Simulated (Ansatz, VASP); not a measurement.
## Rb in VASP and in Ansatz

```
CELL_PARAMETERS angstrom
5.08821 0.00000 0.00000
-2.54410 4.40652 0.00000
0.00000 0.00000 8.44206
ATOMIC_POSITIONS crystal
Rb 0.66667 0.33333 0.75000
Rb 0.33333 0.66667 0.25000
```

Alike in both runs: task single point; functional PBE; k mesh 6 × 6 × 3; occupations fermi-dirac, width 0.05 eV; no spin polarisation.

|  | VASP | Ansatz |
| --- | --- | --- |
| version | VASP 6.6.1 | Ansatz 0.2.0 |
| potentials or method | VASP PAW PBE potentials, release 64 (Rb_sv) | Ansatz PAW |
| plane-wave cutoff (eV) | 520 | 420 |
| valence electrons in the cell | 18 | 18 |

|  | VASP | Ansatz | Ansatz less VASP |
| --- | --- | --- | --- |
| gap on the k mesh at the Fermi level (eV) | none | none | - |
| pressure (GPa) | -0.1 | -0.1 | 0.00 |
| traceless stress, the component that is largest in VASP (GPa) | -0.07 | -0.07 | 0.000 |

A gap of «none» marks a metal or a gap that the smearing closes.
